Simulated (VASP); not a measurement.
# Na2Zr (Fm-3m) in VASP: notebook, part 2 of 2

VASP 6.6.1. Earlier steps stand in the parts before.

## 3. Single point, PBE

This run uses another cell than the first one, of 35.65 Å³/atom.

Input file INCAR:

```
SYSTEM = Na2Zr
  ALGO = Normal
  EDIFF = 1E-7
  ENCUT = 520
  GGA = PE
  ISIF = 2
  ISMEAR = 0
  LASPH = .TRUE.
  LCHARG = .TRUE.
  LELF = .TRUE.
  LREAL = .FALSE.
  LVHAR = .TRUE.
  LWAVE = .FALSE.
  NBANDS = 20
  NELM = 60
  PREC = Accurate
  SIGMA = 0.1
```

Input file KPOINTS:

```
k-points
0
G
  6 6 6
  0 0 0
```

Input file POSCAR:

```
Na2Zr
1.0
    0.0000000000      3.7675834025      3.7675834025
    3.7675834025      0.0000000000      3.7675834025
    3.7675834025      3.7675834025      0.0000000000
Na Zr
2 1
Direct
    0.2500000000      0.2500000000      0.2500000000
    0.7500000000      0.7500000000      0.7500000000
    0.0000000000      0.0000000000      0.0000000000
```

Potentials or basis: VASP PAW PBE potentials, release 64 (Na_pv, Zr_sv).

Run with:

```
> cat potpaw_PBE.64/Na_pv/POTCAR potpaw_PBE.64/Zr_sv/POTCAR > POTCAR
> mpirun -np 1 vasp_std > vasp.out
```

OUTCAR:

```text
SYSTEM = Na2Zr
   EDIFF = 1E-7
   ENCUT = 520
   GGA = PE
   ISIF = 2
   ISMEAR = 0
   LASPH = .TRUE.
   LREAL = .FALSE.
   NELM = 60
   PREC = Accurate

 ion  position               nearest neighbor table
   1  0.250  0.250  0.250-   3 3.26   3 3.26   3 3.26   3 3.26
   2  0.750  0.750  0.750-   3 3.26   3 3.26   3 3.26   3 3.26
   3  0.000  0.000  0.000-   1 3.26   2 3.26   2 3.26   2 3.26   2 3.26   1 3.26   1 3.26   1 3.26

  LATTYP: Found a face centered cubic cell.
 ALAT       =     7.5351668050

  Lattice vectors:

 A1 = (   0.0000000000,   3.7675834025,   3.7675834025)
 A2 = (   3.7675834025,   0.0000000000,   3.7675834025)
 A3 = (   3.7675834025,   3.7675834025,   0.0000000000)

Analysis of symmetry for initial positions (statically):
=====================================================================
 Subroutine PRICEL returns:
 Original cell was already a primitive cell.

 Routine SETGRP: Setting up the symmetry group for a
 face centered cubic supercell.

 Subroutine GETGRP returns: Found 48 space group operations
 (whereof 48 operations were pure point group operations)
 out of a pool of 48 trial point group operations.

The static configuration has the point symmetry O_h .

Analysis of symmetry for dynamics (positions and initial velocities):
=====================================================================
 Subroutine PRICEL returns:
 Original cell was already a primitive cell.

 Routine SETGRP: Setting up the symmetry group for a
 face centered cubic supercell.

 Subroutine GETGRP returns: Found 48 space group operations
 (whereof 48 operations were pure point group operations)
 out of a pool of 48 trial point group operations.

The dynamic configuration has the point symmetry O_h .

 Subroutine INISYM returns: Found 48 space group operations
 (whereof 48 operations are pure point group operations),
[... 103 lines left out ...]
   EFERMI =   0.00;   METHOD = LEGACY
   ISMEAR =     0;   SIGMA  =   0.10  broadening in eV -4-tet -1-fermi 0-gaus
   EFERMI_NEDOS =   21; number of points for ismear=-14 and -15
   IALGO  =     38    algorithm
   IMIX   =      4    mixing-type and parameters
     AMIX     =   0.40;   BMIX     =  1.00
     AMIX_MAG =   1.60;   BMIX_MAG =  1.00
  volume/ion in A,a.u.               =      35.65       240.60
  Fermi-wavevector in a.u.,A,eV,Ry     =   1.021707  1.930746 14.202923  1.043885
  Thomas-Fermi vector in A             =   2.155346
   LORBIT       =      0    0 simple, 1 ext, 2 COOP (PROOUT), +10 PAW based schemes
   GGA     = PE    functional components
   LHFCALC =     F    Hartree Fock is set to
   AEXX    =    0.0000 exact exchange contribution
   IVDW    =     0    specifies the selected vdW correction
   LEPSILON=     F    determine dielectric tensor
   LRPA    =     F    only Hartree local field effects (RPA)
 non-spin polarized calculation
 Gauss-broadening in eV      SIGMA  =   0.10
  energy-cutoff  :      520.00
  volume of cell :      106.96
 maximum number of plane-waves:      2899
   NGX = 19   NGY = 19   NGZ = 19

 number of electron      25.9999993 magnetization

 Free energy of the ion-electron system (eV)
  ---------------------------------------------------
  ext. energy  EPLUGINS =         0.00000000
  ---------------------------------------------------
  free energy    TOTEN  =        -6.74378740 eV

  energy without entropy =       -6.70384962  energy(sigma->0) =       -6.72381851

 E-fermi :   1.5028     XC(G=0):  -7.4726

 val. band max:        1.4928207432   @ k =   0.1667   0.0000   0.0000
 cond. band min:       1.5060784281   @ k =  -0.3333   0.3333   0.1667
 fundamental gap:      0.0132576848
 Fermi energy:         1.5027898906

 k-point     1 :       0.0000    0.0000    0.0000
  band No.  band energies     occupation
      1     -48.4829      2.00000
      2     -26.4840      2.00000
      3     -26.4840      2.00000
      4     -26.4840      2.00000
      5     -22.3869      2.00000
      6     -22.3869      2.00000
[... 357 lines left out ...]
     19       3.6558      0.00000
     20       6.8611      0.00000

------------------------ aborting loop because EDIFF is reached ----------------------------------------

  FORCE on cell =-STRESS in cart. coord.  units (eV):
  Direction    XX          YY          ZZ          XY          YZ          ZX
  --------------------------------------------------------------------------------------
  -------------------------------------------------------------------------------------
  Total        0.0933642      0.0933642      0.0933642     -0.0000000     -0.0000000      0.0000000
  in kB        1.3985323      1.3985323      1.3985323     -0.0000000     -0.0000000      0.0000000
  external PRESSURE =       1.3985323 kB  Pullay stress =       0.0000000 kB

 VOLUME and BASIS-vectors are now :
 -----------------------------------------------------------------------------
  energy-cutoff  :      520.00
  volume of cell :      106.96
      direct lattice vectors                 reciprocal lattice vectors
     0.000000000  3.767583403  3.767583403    -0.132711063  0.132711063  0.132711063
     3.767583403  0.000000000  3.767583403     0.132711063 -0.132711063  0.132711063
     3.767583403  3.767583403  0.000000000     0.132711063  0.132711063 -0.132711063

 POSITION                                       TOTAL-FORCE (eV/Angst)
 -----------------------------------------------------------------------------------
      1.88379      1.88379      1.88379         0.000000      0.000000      0.000000
      5.65138      5.65138      5.65138        -0.000000     -0.000000     -0.000000
      0.00000      0.00000      0.00000         0.000000     -0.000000      0.000000
 -----------------------------------------------------------------------------------
    total drift:                               -0.000000     -0.000000      0.000000

  FREE ENERGIE OF THE ION-ELECTRON SYSTEM (eV)
  ---------------------------------------------------
  free  energy   TOTEN  =        -6.7437873975 eV

  energy  without entropy=       -6.7038496226  energy(sigma->0) =       -6.72381851
```

OSZICAR:

```text
N       E                     dE             d eps       ncg     rms          rms(c)
DAV:   1     0.249594985757E+03    0.24959E+03   -0.13202E+04   640   0.128E+03
DAV:   2     0.867016487047E+01   -0.24092E+03   -0.23638E+03   652   0.367E+02
DAV:   3    -0.611925884519E+01   -0.14789E+02   -0.14453E+02   892   0.101E+02
DAV:   4    -0.747361341843E+01   -0.13544E+01   -0.13231E+01  1024   0.188E+01
DAV:   5    -0.749620021721E+01   -0.22587E-01   -0.22549E-01   872   0.244E+00    0.391E+00
DAV:   6    -0.671910986777E+01    0.77709E+00   -0.26141E+00   684   0.684E+00    0.113E+00
DAV:   7    -0.673689379910E+01   -0.17784E-01   -0.20233E-01   876   0.223E+00    0.896E-01
DAV:   8    -0.674189969644E+01   -0.50059E-02   -0.74566E-03   756   0.703E-01    0.390E-01
DAV:   9    -0.674377108788E+01   -0.18714E-02   -0.33104E-03   796   0.431E-01    0.544E-02
DAV:  10    -0.674379999805E+01   -0.28910E-04   -0.25206E-04   892   0.124E-01    0.222E-02
DAV:  11    -0.674378900500E+01    0.10993E-04   -0.26928E-05   744   0.294E-02    0.729E-03
DAV:  12    -0.674378727586E+01    0.17291E-05   -0.40222E-06   936   0.195E-02    0.206E-03
DAV:  13    -0.674378749337E+01   -0.21751E-06   -0.32402E-07   740   0.395E-03    0.629E-04
DAV:  14    -0.674378739751E+01    0.95858E-07   -0.38930E-08   356   0.191E-03
   1 F= -.67437874E+01 E0= -.67238185E+01  d E =-.399378E-01
```

stdout:

```text
POSCAR found type information on POSCAR NaZr
 POSCAR found :  2 types and       3 ions
 scaLAPACK will be used
 LDA part: xc-table for (Slater+PW92), standard interpolation
 POSCAR, INCAR and KPOINTS ok, starting setup
 FFT: planning ... GRIDC
 FFT: planning ... GRID_SOFT
 FFT: planning ... GRID
 WAVECAR not read
 entering main loop
```

Run time: 24 s. Hardware: 1 thread of Intel Xeon 6975P-C (Granite Rapids), shared host; peak memory 0.24 GiB.

Results:

| Item | Value |
| --- | --- |
| Free energy | -6.7438 eV |
| Pressure | 0.1 GPa |
| Band gap on the k mesh | zero (bands 13 and 14 overlap by 0.21 eV) |

Levels at points of the mesh, in eV from the Fermi level:
```csv
k point,band 11,band 12,band 13,band 14,band 15,band 16
"(0.00, 0.00, 0.00)",-3.50,-0.07,-0.07,-0.07,0.47,0.47
"(0.50, 0.00, 0.00)",-1.97,-0.84,0.01,0.01,0.53,0.67
"(0.50, 0.50, 0.00)",-1.26,-0.58,-0.43,0.39,0.64,0.64
```

## 4. Relaxation of cell and atoms, PBE

Input file INCAR:

```
SYSTEM = Na2Zr
ALGO     = Fast           ! electronic algorithm
EDIFF    = 1E-6           ! SCF threshold, eV
EDIFFG   = -0.04          ! ionic threshold
ENCUT    = 600            ! plane-wave cutoff, eV
GGA      = PE             ! functional
IBRION   = 2              ! ionic algorithm
ISIF     = 3              ! what is computed and relaxed
ISMEAR   = 0              ! smearing method
LASPH    = .True.         ! aspherical terms in the spheres
LCHARG   = .False.        ! write CHGCAR
LREAL    = .False.        ! projectors in reciprocal space
LWAVE    = .False.        ! write WAVECAR
NELM     = 60             ! most SCF steps
NSW      = 90             ! ionic steps
PREC     = Accurate       ! precision mode
SIGMA    = 0.1            ! smearing width, eV
```

Input file KPOINTS:

```
k-points
0
Gamma
  6 6 6
  0 0 0
```

Input file POSCAR:

```
Na2Zr
1.0
    0.0000000000      3.0448411002      3.0448411002
    3.0448411002      0.0000000000      3.0448411002
    3.0448411002      3.0448411002      0.0000000000
Na Zr
2 1
Direct
    0.2500000000      0.2500000000      0.2500000000
    0.7500000000      0.7500000000      0.7500000000
    0.0000000000      0.0000000000      0.0000000000
```

Run with:

```
> cat potpaw_PBE.64/Na_pv/POTCAR potpaw_PBE.64/Zr_sv/POTCAR > POTCAR
> mpirun -np 1 vasp_std > vasp.out
```

Run time: 2.6 min. Hardware: 1 thread of Intel Xeon 6975P-C (Granite Rapids), shared host; peak memory 0.21 GiB.

It converged, with:

| Quantity | Value |
| --- | --- |
| Free energy | -6.7172 eV |
| Relaxed volume | 35.81 Å³/atom |
| Relaxed cell | a = 5.336 Å, b = 5.336 Å, c = 5.336 Å, α = 60.00°, β = 60.00°, γ = 60.00° |
| Space group after relaxing (to 0.1 Å) | Fm-3m (No. 225) |
| Energy gained by relaxing | 908.6 meV/atom |
| Ionic steps | 5 |
| Pressure after relaxing | -0.1 GPa |
| Band gap on the k mesh | zero (bands 13 and 14 overlap by 0.21 eV) |

The path:
```csv
step,energy change (eV),largest force (eV/Å),pressure (GPa),volume (Å³)
1,0.0000,0.0000,29.31,56.46
2,-2.5344,0.0000,3.37,89.52
3,-2.6943,0.0000,1.29,98.32
4,-2.6856,0.0000,-1.13,117.60
5,-2.7257,0.0000,-0.08,107.44
```

Final structure:
```
Na Zr
1.0
     0.00000    3.77324    3.77324
     3.77324    0.00000    3.77324
     3.77324    3.77324    0.00000
Na Zr
2 1
Direct
  0.25000 0.25000 0.25000
  0.75000 0.75000 0.75000
  0.00000 0.00000 0.00000
```

Levels at points of the mesh, in eV from the Fermi level:
| k point | band 9 | band 10 | band 11 | band 12 | band 13 | band 14 | band 15 | band 16 | band 17 |
| --- | --- | --- | --- | --- | --- | --- | --- | --- | --- |
| (0.00, 0.00, 0.00) | -23.87 | -23.87 | -3.49 | -0.07 | -0.07 | -0.07 | 0.47 | 0.47 | 4.28 |
| (0.50, 0.00, 0.00) | -23.88 | -23.88 | -1.97 | -0.83 | 0.01 | 0.01 | 0.55 | 0.67 | 0.67 |
| (0.50, 0.50, 0.00) | -23.87 | -23.87 | -1.25 | -0.58 | -0.43 | 0.51 | 0.63 | 0.63 | 0.79 |

Caveat: the volume moved by over 15 % at a fixed basis, so the end points are rough.

## 5. Summary

```tsv
task	cell	cutoff (eV)	gap on the mesh (eV)	pressure (GPa)
single point	a = 4.306 Å, angles 60.0°, 3 atoms	520	none	29.3
single point	a = 5.328 Å, angles 60.0°, 3 atoms	520	none	0.1
relaxation of cell and atoms	relaxed from a = 4.306 Å, angles 60.0°, 3 atoms	600	none	-0.1
```

Alike in all rows: level PBE; potentials or basis VASP PAW PBE potentials, release 64 (Na_pv, Zr_sv); no spin polarisation; k mesh 6 × 6 × 6; smearing gaussian 0.1 eV.

Caveats: the cell stands under pressure (at least some runs); the volume moved by over 15 % at a fixed basis, so the end points are rough (at least some runs).

Absolute energies hang on the potentials; compare differences alone.
